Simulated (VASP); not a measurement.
Set up this calculation in VASP 6.6.1, as the native input.

```
Task                   : single point
Functional             : PBEsol
Potentials or basis    : VASP PAW PBE potentials, release 64 (Au)
Cutoff                 : 520 eV
k mesh                 : 8 × 8 × 8
Occupations            : gaussian, width 0.1 eV
Spin                   : no spin polarisation
Dipole correction      : no
Further INCAR settings : ALGO = Normal; EDIFF = 1e-06; NBANDS = 12
```

The structure of Au lies in POSCAR:

```
Au
1.0
   -1.6900922175      1.6900922175      1.4956263116
    1.6900922175     -1.6900922175      1.4956263116
    1.6900922175      1.6900922175     -1.4956263116
Au
1
Direct
    0.5000000000      0.5000000000      0.0000000000
```

These files were run (other wordings do the same):

INCAR

```
PREC     = Accurate       # precision mode
ENCUT    = 520            # plane-wave cutoff, eV
EDIFF    = 1E-6           # SCF threshold, eV
ISMEAR   = 0              # smearing method
SIGMA    = 0.1            # smearing width, eV
LREAL    = False          # projectors in reciprocal space
LASPH    = True           # aspherical terms in the spheres
NELM     = 80             # most SCF steps
ALGO     = Normal         # electronic algorithm
ISIF     = 2              # what is computed and relaxed
LWAVE    = False          # write WAVECAR
LCHARG   = False          # write CHGCAR
GGA      = PS             # functional
NBANDS   = 12             # bands
```

KPOINTS

```
Automatic mesh
0
Gamma
  8 8 8
```

Potentials or basis: VASP PAW PBE potentials, release 64 (Au).

Command:

```bash
$ cat potpaw_PBE.64/Au/POTCAR > POTCAR
$ mpirun -np 1 vasp_std > vasp.out
```

It gave:

```json
{
 "Pressure": "-0.3 GPa",
 "Band gap on the k mesh": "zero (an odd number of electrons rules out a gap without spin polarisation)"
}
```

Caveat: the PAW data sets were made with another functional, which shifts forces and pressure a little; spin-orbit coupling is left out, which moves the levels of the heavy elements.

Run time: 11 s on 1 thread of Intel Xeon 8259CL (shared host), peak memory 0.14 GiB.
